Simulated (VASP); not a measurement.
# SiC (F-43m) in VASP: single point with r2SCAN

Aim: the single point of SiC with r2SCAN.

Program: VASP 6.6.1. These are calculated values, not measurements. Logs are shortened: lines on timing, memory, paths and dates and some standing lists are left out, and cuts for length are marked.

## Step 1: The cell of the first run

Symmetry: F-43m, No. 216, cubic system. Conventional cell: a = 4.356 Å, b = 4.356 Å, c = 4.356 Å, α = 90.00°, β = 90.00°, γ = 90.00°. Within 2.5 Å of Si (site symmetry -43m) lie 4 C at 1.89 Å. C (site symmetry -43m) has 4 Si at 1.89 Å within 2.5 Å.

## Step 2: Single point, r2SCAN

Input file POSCAR:

```
SiC
1.0
    0.0000000000     -2.1781449867     -2.1781449867
   -2.1781449867      0.0000000000     -2.1781449867
    2.1781449867      2.1781449867     -4.3562899735
Si C
2 2
Direct
    0.0000000000      0.0000000000      0.0000000000
    0.5000000000      0.5000000000      0.5000000000
    0.3750000000      0.3750000000      0.8750000000
    0.8750000000      0.8750000000      0.3750000000
```

Input file INCAR.step1:

```
  PREC = Accurate
  ENCUT = 520
  ISMEAR = 0
  SIGMA = 0.05
  LREAL = F
  LASPH = T
  NELM = 60
  ISYM = 0
  NBANDS = 16
  GGA = PE
  ALGO = Normal
  EDIFF = 1E-4
  LWAVE = T
  LCHARG = F
```

Input file INCAR.step2:

```
  PREC = Accurate
  ENCUT = 520
  EDIFF = 1E-6
  ISMEAR = 0
  SIGMA = 0.05
  LREAL = F
  LASPH = T
  NELM = 60
  ALGO = Normal
  ISIF = 2
  LWAVE = F
  LCHARG = F
  METAGGA = R2SCAN
  LMIXTAU = T
  ISYM = 0
  NBANDS = 16
  ISTART = 1
```

Input file KPOINTS:

```
regular mesh
0
Gamma
  12 12 10
```

Potentials or basis: VASP PAW PBE potentials, release 64 (Si, C).

The run is started by

```
$ cat potpaw_PBE.64/Si/POTCAR potpaw_PBE.64/C/POTCAR > POTCAR
$ cp INCAR.step1 INCAR
$ mpirun -np 1 vasp_std > vasp.out
$ cp INCAR.step2 INCAR
$ mpirun -np 1 vasp_std > vasp.out
```

OUTCAR:

```text
PREC = Accurate
   ENCUT = 520
   EDIFF = 1E-6
   ISMEAR = 0
   LREAL = F
   LASPH = T
   NELM = 60
   ISIF = 2
   METAGGA = R2SCAN
   ISYM = 0
   ISTART = 1

 ion  position               nearest neighbor table
   1  0.000  0.000  0.000-   3 1.89   3 1.89   3 1.89   4 1.89   2 3.08   2 3.08   2 3.08   2 3.08
                             2 3.08   2 3.08
   2  0.500  0.500  0.500-   4 1.89   4 1.89   4 1.89   3 1.89   1 3.08   1 3.08   1 3.08   1 3.08
                             1 3.08   1 3.08
   3  0.375  0.375  0.875-   1 1.89   1 1.89   1 1.89   2 1.89
   4  0.875  0.875  0.375-   2 1.89   2 1.89   2 1.89   1 1.89

IMPORTANT INFORMATION: All symmetrisations will be switched off!
NOSYMM: (Re-)initialisation of all symmetry stuff for point group C_1.

----------------------------------------------------------------------------------------

                                     Primitive cell

  volume of cell :      41.3352

  direct lattice vectors                    reciprocal lattice vectors
     0.000000000 -2.178144987 -2.178144987     0.114776565 -0.344329695 -0.114776565
    -2.178144987  0.000000000 -2.178144987    -0.344329695  0.114776565 -0.114776565
     2.178144987  2.178144987 -4.356289974     0.114776565  0.114776565 -0.114776565

  length of vectors
     3.080362181  3.080362181  5.335343803     0.380670801  0.380670801  0.198798842

  position of ions in fractional coordinates (direct lattice)
     0.000000000  0.000000000  0.000000000
     0.500000000  0.500000000  0.500000000
     0.375000000  0.375000000  0.875000000
     0.875000000  0.875000000  0.375000000

  ion indices of the primitive-cell ions
   primitive index   ion index
                 1           1
                 2           2
                 3           3
                 4           4

----------------------------------------------------------------------------------------

 KPOINTS: regular mesh

Automatic generation of k-mesh.
 Grid dimensions read from file:
 generate k-points for:   12   12   10

 Generating k-lattice:

  Cartesian coordinates                     Fractional coordinates (reciprocal lattice)
     0.009564714 -0.028694141 -0.009564714     0.083333333  0.000000000  0.000000000
    -0.028694141  0.009564714 -0.009564714     0.000000000  0.083333333  0.000000000
     0.011477657  0.011477657 -0.011477657     0.000000000  0.000000000  0.100000000

  Length of vectors
     0.031722567  0.031722567  0.019879884
[... 71 lines left out ...]
   LNONCOLLINEAR =      F non collinear calculations
   LSORBIT =      F    spin-orbit coupling
   LASPH  =      T    aspherical Exc in radial PAW
   ENCUT  =  520.0 eV  38.22 Ry    6.18 a.u.   5.73  5.73  9.92*2*pi/ulx,y,z
   NELM   =     60;   NELMIN=  2; NELMDL=  0     # of ELM steps
   EDIFF  = 0.1E-05   stopping-criterion for ELM
   LREAL  =      F    real-space projection
   EDIFFG = 0.1E-04   stopping-criterion for IOM
   NSW    =      0    number of steps for IOM
   IBRION =     -1    ionic relax: 0-MD 1-quasi-New 2-CG
   NFREE  =      0    steps in history (QN), initial steepest desc. (CG)
   ISIF   =      2    stress and relaxation
   ISYM   =      0    0-nonsym 1-usesym 2-fastsym
   POTIM  = 0.5000    time-step for ionic-motion
   TEBEG  =    0.0;   TEEND  =   0.0 temperature during run
   PSTRESS=    0.0 pullay stress
   NELECT =      16.0000    total number of electrons
   NUPDOWN=      -1.0000    fix difference up-down
   EMIN   =  10.00;   EMAX   =-10.00  energy-range for DOS
   EFERMI =   0.00;   METHOD = LEGACY
   ISMEAR =     0;   SIGMA  =   0.05  broadening in eV -4-tet -1-fermi 0-gaus
   EFERMI_NEDOS =   21; number of points for ismear=-14 and -15
   IALGO  =     38    algorithm
   IMIX   =      4    mixing-type and parameters
     AMIX     =   0.40;   BMIX     =  1.00
     AMIX_MAG =   1.60;   BMIX_MAG =  1.00
  volume/ion in A,a.u.               =      10.33        69.74
  Fermi-wavevector in a.u.,A,eV,Ry     =   1.193094  2.254621 19.367534  1.423474
  Thomas-Fermi vector in A             =   2.329117
   LORBIT       =      0    0 simple, 1 ext, 2 COOP (PROOUT), +10 PAW based schemes
   METAGGA = R2SCAN    functional components
   LHFCALC =     F    Hartree Fock is set to
   AEXX    =    0.0000 exact exchange contribution
   IVDW    =     0    specifies the selected vdW correction
   LEPSILON=     F    determine dielectric tensor
   LRPA    =     F    only Hartree local field effects (RPA)
 non-spin polarized calculation
 Gauss-broadening in eV      SIGMA  =   0.05
  energy-cutoff  :      520.00
  volume of cell :       41.34
 maximum number of plane-waves:      1125
   NGX = 11   NGY = 11   NGZ = 19

 number of electron      16.0000001 magnetization

 Free energy of the ion-electron system (eV)
  ---------------------------------------------------
  ext. energy  EPLUGINS =         0.00000000
  ---------------------------------------------------
  free energy    TOTEN  =       -38.65414300 eV

  energy without entropy =      -38.65414300  energy(sigma->0) =      -38.65414300

 E-fermi :   8.1987     XC(G=0): -11.9396

 val. band max:        7.9952917657   @ k =   0.0000   0.0000   0.0000
 cond. band min:       9.7199077194   @ k =   0.5000   0.5000  -0.0000
 fundamental gap:      1.7246159537
 Fermi energy:         8.1986731811

 k-point     1 :       0.0000    0.0000    0.0000
  band No.  band energies     occupation
      1      -8.1935      2.00000
      2      -4.5647      2.00000
      3      -0.8293      2.00000
      4       6.8883      2.00000
      5       6.8883      2.00000
      6       7.9953      2.00000
[... 433 lines left out ...]
      3       0.8821      2.00000
      4       3.2249      2.00000
      5       3.5794      2.00000
      6       4.9759      2.00000
[... 8 lines left out ...]
     15      17.8408      0.00000
     16      20.7519      0.00000

 [... further k-points ...]
[... 5 lines left out ...]
  --------------------------------------------------------------------------------------
  -------------------------------------------------------------------------------------
  Total       -0.0439649     -0.0439647     -0.0440304     -0.0000915      0.0000786      0.0000786
  in kB       -1.7041044     -1.7040966     -1.7066439     -0.0035479      0.0030449      0.0030454
  external PRESSURE =      -1.7049483 kB  Pullay stress =       0.0000000 kB

 VOLUME and BASIS-vectors are now :
 -----------------------------------------------------------------------------
  energy-cutoff  :      520.00
  volume of cell :       41.34
      direct lattice vectors                 reciprocal lattice vectors
     0.000000000 -2.178144987 -2.178144987     0.114776565 -0.344329695 -0.114776565
    -2.178144987  0.000000000 -2.178144987    -0.344329695  0.114776565 -0.114776565
     2.178144987  2.178144987 -4.356289974     0.114776565  0.114776565 -0.114776565

 POSITION                                       TOTAL-FORCE (eV/Angst)
 -----------------------------------------------------------------------------------
      0.00000      0.00000      0.00000         0.000010      0.000010     -0.000021
      0.00000      0.00000     -4.35629         0.000010      0.000010     -0.000021
      1.08907      1.08907     -5.44536        -0.000010     -0.000010      0.000021
     -1.08907     -1.08907     -5.44536        -0.000010     -0.000010      0.000021
 -----------------------------------------------------------------------------------
    total drift:                                0.000194      0.000194     -0.000413

  FREE ENERGIE OF THE ION-ELECTRON SYSTEM (eV)
  ---------------------------------------------------
  free  energy   TOTEN  =       -38.6541430039 eV

  energy  without entropy=      -38.6541430038  energy(sigma->0) =      -38.65414300
```

OSZICAR.step1:

```text
N       E                     dE             d eps       ncg     rms          rms(c)
DAV:   1     0.243231903550E+02    0.24323E+02   -0.70713E+03 23240   0.870E+02
DAV:   2    -0.313072803990E+02   -0.55630E+02   -0.50602E+02 32632   0.158E+02
DAV:   3    -0.338130328302E+02   -0.25058E+01   -0.24954E+01 31240   0.304E+01
DAV:   4    -0.338308055841E+02   -0.17773E-01   -0.17770E-01 27936   0.316E+00
DAV:   5    -0.338309720411E+02   -0.16646E-03   -0.16645E-03 31008   0.290E-01    0.125E+01
DAV:   6    -0.301924885536E+02    0.36385E+01   -0.62981E+00 29624   0.157E+01    0.566E+00
DAV:   7    -0.301331780922E+02    0.59310E-01   -0.11849E+00 31984   0.632E+00    0.249E+00
DAV:   8    -0.301164208740E+02    0.16757E-01   -0.52516E-02 27328   0.146E+00    0.648E-01
DAV:   9    -0.301143771126E+02    0.20438E-02   -0.84111E-03 29640   0.628E-01    0.125E-01
DAV:  10    -0.301146559385E+02   -0.27883E-03   -0.10740E-03 30336   0.192E-01    0.617E-02
DAV:  11    -0.301146796825E+02   -0.23744E-04   -0.88816E-05 19064   0.725E-02
   1 F= -.30114680E+02 E0= -.30114680E+02  d E =-.325621E-12
```

Run time: 7.4 min. Hardware: 1 thread of Intel Xeon 6975P-C (Granite Rapids), shared host; peak memory 0.47 GiB.

What came out:

- Free energy: -38.6541 eV
- Pressure: -0.2 GPa
- Band gap on the k mesh: 1.72 eV

Caveat: the PAW data sets were made with another functional, which shifts forces and pressure a little. A k mesh can miss the band edges.
